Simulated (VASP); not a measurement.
# RbBr: single point with PBEsol

RbBr:

```xyz
2
Lattice="-0.0171 3.4164 3.4164 3.4164 -0.0171 3.4164 3.4164 3.4164 -0.0171" Properties=species:S:1:pos:R:3 pbc="T T T"
Rb    0.0000    0.0000    0.0000
Br    3.4078    3.4078    3.4078
```

This cell differs from its parent crystal: equal xy, yz and zx engineering shears of -0.5 %.

```
Program             : VASP 6.6.1
Task                : single point
Functional          : PBEsol
Potentials or basis : VASP PAW PBE potentials, release 64 (Rb_sv, Br)
Cutoff              : 520 eV
k mesh              : 6 × 6 × 6
Occupations         : gaussian, width 0.01 eV
Spin                : non-collinear spin, zero start, spin-orbit coupling
Starting moments    : [[0.0, 0.0, 0.0], [0.0, 0.0, 0.0]] μB
```

```json
{"Pressure": "0.0 GPa", "Net moment": "0.00 μB per cell", "Valence electrons inside the program's atomic spheres": "Rb 7.31; Br 4.87"}
```

Moments on the atoms (μB; x, y, z):
```
Rb  0.00 0.00 0.00
Br  0.00 0.00 0.00
```

Wall time 2.2 min on 1 thread of Intel(R) Xeon(R) Platinum 8259CL CPU @ 2.50GHz (Skylake/Cascade Lake), with other jobs on the host, peak memory 0.43 GiB.

Caveat: the cell differs from its parent crystal (equal xy, yz and zx engineering shears of -0.5 %); the PAW data sets were made with another functional, which shifts forces and pressure a little.
